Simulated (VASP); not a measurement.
# I (I4_1/amd) in VASP: further runs, part 2 of 2

VASP 6.6.1. Earlier steps stand in the parts before.

## 3. Single point, r2SCAN

This run uses another cell than the first one, of 32.68 Å³/atom.

File POSCAR:

```
I
1.0
   -3.0045269499      3.0045269499      1.8100144941
    3.0045269499     -3.0045269499      1.8100144941
    3.0045269499      3.0045269499     -1.8100144941
I
2
Direct
   -0.3750000000     -0.1250000000     -0.2500000000
    0.3750000000      0.1250000000      0.2500000000
```

File INCAR.step1:

```
PREC     = Accurate       # precision mode
ENCUT    = 520            # plane-wave cutoff, eV
ISMEAR   = -1             # smearing method
SIGMA    = 0.1            # smearing width, eV
LREAL    = F              # projectors in reciprocal space
LASPH    = T              # aspherical terms in the spheres
NELM     = 60             # most SCF steps
NBANDS   = 14             # bands
GGA      = PE             # functional
ALGO     = Normal         # electronic algorithm
EDIFF    = 1E-4           # SCF threshold, eV
LWAVE    = T              # write WAVECAR
LCHARG   = F              # write CHGCAR
```

File INCAR.step2:

```
PREC     = Accurate       # precision mode
ENCUT    = 520            # plane-wave cutoff, eV
EDIFF    = 1E-6           # SCF threshold, eV
ISMEAR   = -1             # smearing method
SIGMA    = 0.1            # smearing width, eV
LREAL    = F              # projectors in reciprocal space
LASPH    = T              # aspherical terms in the spheres
NELM     = 60             # most SCF steps
ALGO     = Normal         # electronic algorithm
ISIF     = 2              # what is computed and relaxed
LWAVE    = F              # write WAVECAR
LCHARG   = T              # write CHGCAR
METAGGA  = R2SCAN         # meta-GGA
LMIXTAU  = T            
LELF     = T              # ELF
LVHAR    = T            
NBANDS   = 14             # bands
ISTART   = 1
```

File KPOINTS:

```
regular mesh
0
Gamma
  12 12 12
```

Potentials or basis: VASP PAW PBE potentials, release 64 (I).

Started as:

```
$ cat potpaw_PBE.64/I/POTCAR > POTCAR
$ cp INCAR.step1 INCAR
$ mpirun -np 1 vasp_std > vasp.out
$ cp INCAR.step2 INCAR
$ mpirun -np 1 vasp_std > vasp.out
```

OUTCAR:

```text
PREC = Accurate
   ENCUT = 520
   EDIFF = 1E-6
   ISMEAR = -1
   LREAL = F
   LASPH = T
   NELM = 60
   ISIF = 2
   METAGGA = R2SCAN
   ISTART = 1

 ion  position               nearest neighbor table
   1  0.625  0.875  0.750-   2 3.14   2 3.14   2 3.14   2 3.14
   2  0.375  0.125  0.250-   1 3.14   1 3.14   1 3.14   1 3.14

  LATTYP: Found a body centered tetragonal cell.
 ALAT       =     6.0090538998
 C/A-ratio  =     0.6024291092

  Lattice vectors:

[... 597 lines left out ...]
------------------------ aborting loop because EDIFF is reached ----------------------------------------

  FORCE on cell =-STRESS in cart. coord.  units (eV):
  Direction    XX          YY          ZZ          XY          YZ          ZX
  --------------------------------------------------------------------------------------
  -------------------------------------------------------------------------------------
  Total        3.6199412      3.6199412      3.8249597     -0.0000000      0.0000000      0.0000000
  in kB       88.7396784     88.7396784     93.7655272     -0.0000000      0.0000000      0.0000000
  external PRESSURE =      90.4149613 kB  Pullay stress =       0.0000000 kB

 VOLUME and BASIS-vectors are now :
 -----------------------------------------------------------------------------
  energy-cutoff  :      520.00
  volume of cell :       65.36
      direct lattice vectors                 reciprocal lattice vectors
    -3.004526950  3.004526950  1.810014494     0.000000000  0.166415548  0.276240882
     3.004526950 -3.004526950  1.810014494     0.166415548  0.000000000  0.276240882
     3.004526950  3.004526950 -1.810014494     0.166415548  0.166415548  0.000000000

 POSITION                                       TOTAL-FORCE (eV/Angst)
 -----------------------------------------------------------------------------------
      3.00453      1.50226      1.35751         0.000000     -0.000000      0.000000
      0.00000      1.50226      0.45250        -0.000000      0.000000     -0.000000
 -----------------------------------------------------------------------------------
    total drift:                               -0.000000     -0.000000      0.000000

  FREE ENERGIE OF THE ION-ELECTRON SYSTEM (eV)
  ---------------------------------------------------
  free  energy   TOTEN  =       -47.8601532085 eV

  energy  without entropy=      -47.7750071443  energy(sigma->0) =      -47.81758018
```

It took 8 min on 1 thread of Oxide Virtual Turin-like, shared host; peak memory 0.25 GiB.

What came out:

| Quantity | Value |
| --- | --- |
| Free energy | -47.8602 eV |
| Pressure | 9.0 GPa |
| Band gap on the k mesh | zero (bands 7 and 8 overlap by 3.09 eV) |

Stress tensor (GPa, compression positive):
```
8.87 0.00 0.00
0.00 8.87 0.00
0.00 0.00 9.38
```

Caveat: the cell stands under pressure; the PAW data sets were made with another functional, which shifts forces and pressure a little; spin-orbit coupling is left out, which moves the levels of the heavy elements.

## 4. Single point, PBE

This run uses another cell than the first one, of 19.61 Å³/atom.

File INCAR:

```
  PREC = Accurate
  ENCUT = 520
  EDIFF = 1E-7
  ISMEAR = -1
  SIGMA = 0.1
  LREAL = F
  LASPH = T
  NELM = 60
  ALGO = Normal
  ISIF = 2
  LWAVE = F
  LCHARG = F
  GGA = PE
  NBANDS = 14
```

File KPOINTS:

```
regular mesh
0
Gamma
  18 18 18
```

File POSCAR:

```
I
1.0
   -2.6606162032      2.6606162032      1.3849083939
    2.6606162032     -2.6606162032      1.3849083939
    2.6606162032      2.6606162032     -1.3849083939
I
2
Direct
   -0.3750000000     -0.1250000000     -0.2500000000
    0.3750000000      0.1250000000      0.2500000000
```

Started as:

```
$ cat potpaw_PBE.64/I/POTCAR > POTCAR
$ mpirun -np 1 vasp_std > vasp.out
```

It took 3.4 min on 1 thread of Oxide Virtual Turin-like, shared host; peak memory 0.3 GiB.

Results (log left out):

```
Free energy            : 3.3495 eV
Pressure               : 83.2 GPa
Band gap on the k mesh : zero (bands 7 and 8 overlap by 6.30 eV)
```

Stress tensor (GPa, compression positive):
```
82.92  0.00  0.00
 0.00 82.92  0.00
 0.00  0.00 83.80
```

Levels at points of the mesh, in eV from the Fermi level:
| k point | band 3 | band 4 | band 5 | band 6 | band 7 | band 8 | band 9 | band 10 | band 11 | band 12 |
| --- | --- | --- | --- | --- | --- | --- | --- | --- | --- | --- |
| (0.00, 0.00, 0.00) | -8.48 | -8.48 | -0.80 | 0.49 | 0.49 | 2.00 | 2.24 | 5.70 | 6.75 | 8.32 |
| (0.50, 0.00, 0.00) | -9.44 | -8.26 | -7.14 | -3.00 | -2.21 | -1.23 | 3.38 | 5.73 | 6.18 | 7.80 |
| (0.50, 0.50, 0.00) | -5.66 | -5.66 | -4.68 | -4.68 | 1.71 | 1.71 | 6.65 | 6.65 | 7.50 | 7.50 |
| (0.50, 0.50, 0.50) | -11.18 | -11.18 | 0.82 | 0.82 | 3.31 | 3.31 | 9.07 | 9.07 | 10.33 | 10.33 |

Caveat: the cell stands under pressure; spin-orbit coupling is left out, which moves the levels of the heavy elements.

## 5. The runs side by side

```csv
level,cell,k mesh,gap on the mesh (eV),pressure (GPa)
PBE,"a = 4.634 Å, angles 95.7, 95.7, 143.1°, 2 atoms",12 × 12 × 12,none,19.2
r2SCAN,"a = 4.618 Å, angles 98.8, 98.8, 133.9°, 2 atoms",12 × 12 × 12,none,9.0
PBE,"a = 4.009 Å, angles 96.9, 96.9, 139.6°, 2 atoms",18 × 18 × 18,none,83.2
```

Alike in all rows: task single point; potentials or basis VASP PAW PBE potentials, release 64 (I); no spin polarisation; cutoff (eV) 520; smearing fermi-dirac 0.1 eV.

Caveats: the cell stands under pressure; spin-orbit coupling is left out, which moves the levels of the heavy elements; the PAW data sets were made with another functional, which shifts forces and pressure a little (at least some runs).

Total energies depend on the potentials used, so only differences within one code and one set of settings carry meaning.
